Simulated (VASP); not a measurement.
Runs of VASP 6.6.1 on AlAs. The structure is that of space group F-43m (No. 216), or close to it. The cells are those of the table. 

```tsv
cell	gap on the mesh (eV)	pressure (GPa)
a = 3.949 Å, angles 60.0°, 2 atoms	1.36	6.3
a = 3.893 Å, angles 60.0°, 2 atoms	1.27	10.6
a = 4.055 Å, angles 60.0°, 2 atoms	1.50	(b)
a = 4.003 Å, angles 60.0°, 2 atoms	1.43	(c)
a = 3.836 Å, angles 60.0°, 2 atoms	1.18	15.9
a = 4.107 Å, angles 60.0°, 2 atoms	1.46	(d)
a = 4.157 Å, angles 60.0°, 2 atoms	(a)	-4.3
```

Alike in all rows: task single point; level PBE; potentials or basis VASP PAW PBE potentials, release 64 (Al, As); no spin polarisation; k mesh 6 × 6 × 6; cutoff (eV) 500; smearing gaussian 0.01 eV.

Task: Fill in the values left out.

Result: (a) 1.19; (b) -0.1; (c) 2.8; (d) -2.4.

A k mesh can miss the band edges, and the runs leave out spin-orbit coupling on As.
